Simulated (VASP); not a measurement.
# SiC (F-43m) in VASP: further runs

Runs on SiC. Level: PBEsol. Tasks: single point, relaxation of cell and atoms.

All numbers are computed with VASP 6.6.1; they aren't measurements. Logs are shortened: lines on timing, memory, paths and dates and some standing lists are left out, and cuts for length are marked.

## 1. The cell of the first run

Symmetry: F-43m, No. 216, cubic system. The conventional cell has a = 4.314 Å, b = 4.314 Å, c = 4.314 Å, α = 90.00°, β = 90.00°, γ = 90.00°. Si (site symmetry -43m) has 4 C at 1.87 Å within 2.5 Å. Within 2.5 Å of C (site symmetry -43m) lie 4 Si at 1.87 Å.

## 2. Single point, PBEsol

Input file INCAR:

```
SYSTEM = SiC
PREC = Accurate ; ENCUT = 520
EDIFF = 1E-6 ; ISMEAR = 0
SIGMA = 0.01 ; LREAL = .FALSE.
LASPH = .TRUE. ; NELM = 100
ALGO = Normal ; ISIF = 2
LWAVE = .FALSE. ; LCHARG = .TRUE.
GGA = PS ; LELF = .TRUE.
LVHAR = .TRUE. ; NBANDS = 11
```

Input file KPOINTS:

```
regular mesh
0
G
  10 10 10
  0 0 0
```

Input file POSCAR:

```
SiC
1.0
    2.1568754721      2.1568754721      0.0000000000
   -2.1568754721      2.1568754721      0.0000000000
    0.0000000000      2.1568754721      2.1568754721
Si C
1 1
Direct
    0.0000000000      0.0000000000      0.0000000000
    0.7500000000      0.2500000000      0.5000000000
```

Potentials or basis: VASP PAW PBE potentials, release 64 (Si, C).

Command:

```
cat potpaw_PBE.64/Si/POTCAR potpaw_PBE.64/C/POTCAR > POTCAR
mpirun -np 1 vasp_std > vasp.out
```

OUTCAR:

```text
SYSTEM = SiC
   PREC = Accurate
   ENCUT = 520
   EDIFF = 1E-6
   ISMEAR = 0
   LREAL = .FALSE.
   LASPH = .TRUE.
   NELM = 100
   ISIF = 2
   GGA = PS

 ion  position               nearest neighbor table
   1  0.000  0.000  0.000-   2 1.87   2 1.87   2 1.87   2 1.87
   2  0.750  0.250  0.500-   1 1.87   1 1.87   1 1.87   1 1.87

  LATTYP: Found a face centered cubic cell.
 ALAT       =     4.3137509442

  Lattice vectors:

 A1 = (   0.0000000000,   2.1568754721,   2.1568754721)
 A2 = (   2.1568754721,   0.0000000000,   2.1568754721)
 A3 = (   2.1568754721,   2.1568754721,   0.0000000000)

Analysis of symmetry for initial positions (statically):
=====================================================================
 Subroutine PRICEL returns:
 Original cell was already a primitive cell.

 Routine SETGRP: Setting up the symmetry group for a
 face centered cubic supercell.

 Subroutine GETGRP returns: Found 24 space group operations
 (whereof 24 operations were pure point group operations)
 out of a pool of 48 trial point group operations.

The static configuration has the point symmetry T_d .

Analysis of symmetry for dynamics (positions and initial velocities):
=====================================================================
 Subroutine PRICEL returns:
 Original cell was already a primitive cell.

 Routine SETGRP: Setting up the symmetry group for a
 face centered cubic supercell.

 Subroutine GETGRP returns: Found 24 space group operations
 (whereof 24 operations were pure point group operations)
 out of a pool of 48 trial point group operations.

The dynamic configuration has the point symmetry T_d .

 Subroutine INISYM returns: Found 24 space group operations
 (whereof 24 operations are pure point group operations),
 and found     1 'primitive' translations

----------------------------------------------------------------------------------------

                                     Primitive cell

  volume of cell :      20.0681

  direct lattice vectors                    reciprocal lattice vectors
     2.156875472  2.156875472  0.000000000     0.231816814  0.231816814 -0.231816814
    -2.156875472  2.156875472  0.000000000    -0.231816814  0.231816814 -0.231816814
     0.000000000  2.156875472  2.156875472     0.000000000  0.000000000  0.463633628

  length of vectors
     3.050282545  3.050282545  3.050282545     0.401518500  0.401518500  0.463633628

  position of ions in fractional coordinates (direct lattice)
     0.000000000  0.000000000  0.000000000
     0.750000000  0.250000000  0.500000000

  ion indices of the primitive-cell ions
   primitive index   ion index
                 1           1
                 2           2

----------------------------------------------------------------------------------------

 KPOINTS: regular mesh

Automatic generation of k-mesh.
 Grid dimensions read from file:
 generate k-points for:   10   10   10

 Generating k-lattice:

  Cartesian coordinates                     Fractional coordinates (reciprocal lattice)
     0.023181681  0.023181681 -0.023181681     0.100000000  0.000000000  0.000000000
    -0.023181681  0.023181681 -0.023181681     0.000000000  0.100000000  0.000000000
     0.000000000  0.000000000  0.046363363     0.000000000  0.000000000  0.100000000

  Length of vectors
     0.040151850  0.040151850  0.046363363

  Shift w.r.t. Gamma in fractional coordinates (k-lattice)
     0.000000000  0.000000000  0.000000000

 Subroutine IBZKPT returns following result:
 ===========================================

 Found     47 irreducible k-points:

 Following reciprocal coordinates:
            Coordinates               Weight
  0.000000  0.000000  0.000000      1.000000
  0.100000  0.000000  0.000000      8.000000
  0.200000  0.000000  0.000000      8.000000
  0.300000  0.000000  0.000000      8.000000
  0.400000  0.000000  0.000000      8.000000
  0.500000  0.000000  0.000000      4.000000
[... 16 lines left out ...]
  0.300000  0.300000  0.000000     12.000000
  0.400000  0.300000  0.000000     24.000000
 [... further k-points ...]
   k-points           NKPTS =     47   k-points in BZ     NKDIM =     47   number of bands    NBANDS=     11
   number of dos      NEDOS =    301   number of ions     NIONS =      2
   total plane-waves  NPLWV =  13824
   dimension x,y,z NGX =    24 NGY =   24 NGZ =   24
   dimension x,y,z NGXF=    48 NGYF=   48 NGZF=   48
   ions per type =               1   1
   NGX,Y,Z   is equivalent  to a cutoff of  13.08, 13.08, 13.08 a.u.
   NGXF,Y,Z  is equivalent  to a cutoff of  26.16, 26.16, 26.16 a.u.
 SYSTEM =  SiC
   PREC   = accura    normal or accurate (medium, high low for compatibility)
   ISTART =      0    job   : 0-new  1-cont  2-samecut
   ICHARG =      2    charge: 1-file 2-atom 10-const
   ISPIN  =      1    spin polarized calculation?
   LNONCOLLINEAR =      F non collinear calculations
   LSORBIT =      F    spin-orbit coupling
   LASPH  =      T    aspherical Exc in radial PAW
   ENCUT  =  520.0 eV  38.22 Ry    6.18 a.u.   5.67  5.67  5.67*2*pi/ulx,y,z
   NELM   =    100;   NELMIN=  2; NELMDL= -5     # of ELM steps
   EDIFF  = 0.1E-05   stopping-criterion for ELM
   LREAL  =      F    real-space projection
   EDIFFG = 0.1E-04   stopping-criterion for IOM
   NSW    =      0    number of steps for IOM
   IBRION =     -1    ionic relax: 0-MD 1-quasi-New 2-CG
   NFREE  =      0    steps in history (QN), initial steepest desc. (CG)
   ISIF   =      2    stress and relaxation
   ISYM   =      2    0-nonsym 1-usesym 2-fastsym
   POTIM  = 0.5000    time-step for ionic-motion
   TEBEG  =    0.0;   TEEND  =   0.0 temperature during run
   PSTRESS=    0.0 pullay stress
   NELECT =       8.0000    total number of electrons
   NUPDOWN=      -1.0000    fix difference up-down
   EMIN   =  10.00;   EMAX   =-10.00  energy-range for DOS
   EFERMI =   0.00;   METHOD = LEGACY
   ISMEAR =     0;   SIGMA  =   0.01  broadening in eV -4-tet -1-fermi 0-gaus
   EFERMI_NEDOS =   21; number of points for ismear=-14 and -15
   IALGO  =     38    algorithm
   IMIX   =      4    mixing-type and parameters
     AMIX     =   0.40;   BMIX     =  1.00
     AMIX_MAG =   1.60;   BMIX_MAG =  1.00
  volume/ion in A,a.u.               =      10.03        67.71
  Fermi-wavevector in a.u.,A,eV,Ry     =   1.204860  2.276854 19.751394  1.451687
  Thomas-Fermi vector in A             =   2.340573
   LORBIT       =      0    0 simple, 1 ext, 2 COOP (PROOUT), +10 PAW based schemes
   GGA     = PS    functional components
   LHFCALC =     F    Hartree Fock is set to
   AEXX    =    0.0000 exact exchange contribution
   IVDW    =     0    specifies the selected vdW correction
   LEPSILON=     F    determine dielectric tensor
   LRPA    =     F    only Hartree local field effects (RPA)
 non-spin polarized calculation
 Gauss-broadening in eV      SIGMA  =   0.01
  energy-cutoff  :      520.00
  volume of cell :       20.07
 maximum number of plane-waves:       552
   NGX = 11   NGY = 11   NGZ = 11

 number of electron       8.0000000 magnetization

 Free energy of the ion-electron system (eV)
  ---------------------------------------------------
  ext. energy  EPLUGINS =         0.00000000
  ---------------------------------------------------
  free energy    TOTEN  =       -15.90046738 eV

  energy without entropy =      -15.90046738  energy(sigma->0) =      -15.90046738

 E-fermi :   8.5092     XC(G=0): -11.6372

 val. band max:        8.4040707498   @ k =   0.0000   0.0000   0.0000
 cond. band min:       9.6093921218   @ k =   0.5000   0.5000   0.0000
 fundamental gap:      1.2053213720
 Fermi energy:         8.5091886740

 k-point     1 :       0.0000    0.0000    0.0000
  band No.  band energies     occupation
      1      -7.2632      2.00000
      2       8.4041      2.00000
      3       8.4041      2.00000
      4       8.4041      2.00000
      5      14.9482      0.00000
      6      15.8605      0.00000
      7      15.8605      0.00000
      8      15.8605      0.00000
      9      23.0413      0.00000
     10      23.0413      0.00000
     11      25.1444      0.00000

 k-point     2 :       0.1000    0.0000    0.0000
  band No.  band energies     occupation
      1      -7.0622      2.00000
      2       7.3846      2.00000
      3       8.2686      2.00000
      4       8.2686      2.00000
      5      15.1488      0.00000
      6      16.1092      0.00000
      7      16.1092      0.00000
      8      16.1887      0.00000
      9      22.0397      0.00000
     10      22.0397      0.00000
     11      24.7432      0.00000

 k-point     3 :       0.2000    0.0000    0.0000
  band No.  band energies     occupation
      1      -6.4677      2.00000
      2       5.2252      2.00000
      3       7.9580      2.00000
      4       7.9580      2.00000
      5      14.8153      0.00000
      6      16.4588      0.00000
      7      16.4588      0.00000
      8      17.4102      0.00000
      9      21.3587      0.00000
     10      21.3587      0.00000
     11      23.8460      0.00000

 k-point     4 :       0.3000    0.0000    0.0000
  band No.  band energies     occupation
      1      -5.5133      2.00000
      2       2.8557      2.00000
      3       7.6388      2.00000
      4       7.6388      2.00000
      5      14.4077      0.00000
      6      16.2682      0.00000
      7      16.2682      0.00000
      8      18.3095      0.00000
      9      22.2371      0.00000
     10      22.2371      0.00000
     11      23.6456      0.00000
[... 239 lines left out ...]
 k-point    22 :      -0.2000    0.2000    0.0000
  band No.  band energies     occupation
      1      -6.2017      2.00000
      2       6.0278      2.00000
      3       6.9184      2.00000
      4       6.9184      2.00000
      5      13.4148      0.00000
      6      15.5934      0.00000
      7      18.2481      0.00000
      8      18.2481      0.00000
      9      19.4160      0.00000
     10      24.2342      0.00000
     11      27.9086      0.00000

 k-point    23 :       0.3000    0.3000    0.0000
  band No.  band energies     occupation
      1      -3.0427      2.00000
      2       1.5608      2.00000
      3       2.9743      2.00000
      4       6.5806      2.00000
      5      12.8259      0.00000
      6      17.9447      0.00000
      7      18.5356      0.00000
      8      19.4920      0.00000
      9      22.0298      0.00000
     10      22.4096      0.00000
     11      29.6674      0.00000

 k-point    24 :       0.4000    0.3000    0.0000
  band No.  band energies     occupation
      1      -2.3652      2.00000
      2       0.9203      2.00000
      3       3.0058      2.00000
      4       6.0406      2.00000
      5      11.9543      0.00000
      6      17.2261      0.00000
      7      19.4467      0.00000
      8      20.0984      0.00000
      9      21.8984      0.00000
     10      24.0626      0.00000
     11      30.1687      0.00000

 [... further k-points ...]
[... 5 lines left out ...]
  --------------------------------------------------------------------------------------
  -------------------------------------------------------------------------------------
  Total        0.9240238      0.9240238      0.9240238      0.0000000      0.0000000      0.0000000
  in kB       73.7714826     73.7714826     73.7714826      0.0000000      0.0000000      0.0000000
  external PRESSURE =      73.7714826 kB  Pullay stress =       0.0000000 kB

 VOLUME and BASIS-vectors are now :
 -----------------------------------------------------------------------------
  energy-cutoff  :      520.00
  volume of cell :       20.07
      direct lattice vectors                 reciprocal lattice vectors
     2.156875472  2.156875472  0.000000000     0.231816814  0.231816814 -0.231816814
    -2.156875472  2.156875472  0.000000000    -0.231816814  0.231816814 -0.231816814
     0.000000000  2.156875472  2.156875472     0.000000000  0.000000000  0.463633628

 POSITION                                       TOTAL-FORCE (eV/Angst)
 -----------------------------------------------------------------------------------
      0.00000      0.00000      0.00000         0.000000     -0.000000      0.000000
      1.07844      3.23531      1.07844        -0.000000      0.000000     -0.000000
 -----------------------------------------------------------------------------------
    total drift:                               -0.000000      0.000000     -0.000000

  FREE ENERGIE OF THE ION-ELECTRON SYSTEM (eV)
  ---------------------------------------------------
  free  energy   TOTEN  =       -15.9004673810 eV

  energy  without entropy=      -15.9004673810  energy(sigma->0) =      -15.90046738
```

Run time: 14 s. Hardware: 1 thread of Intel Xeon 6975P-C, shared host; peak memory 0.13 GiB.

Results:

```yaml
Free_energy: -15.9005 eV
Pressure: 7.4 GPa
Band_gap_on_the_k_mesh: 1.21 eV, indirect (least direct gap 4.47 eV)
```

Levels at points of the mesh, in eV from the valence-band top:
```csv
k point,band 2,band 3,band 4,band 5,band 6,band 7
"(0.00, 0.00, 0.00)",0.00,0.00,0.00,6.54,7.46,7.46
"(0.50, 0.00, 0.00)",-8.77,-1.06,-1.06,5.65,7.26,7.26
"(0.50, 0.50, 0.00)",-7.93,-3.27,-3.27,1.21,4.31,14.31
```

Caveat: the PAW data sets were made with another functional, which shifts forces and pressure a little. A k mesh can miss the band edges.

(Continued in part 2 of 3.)
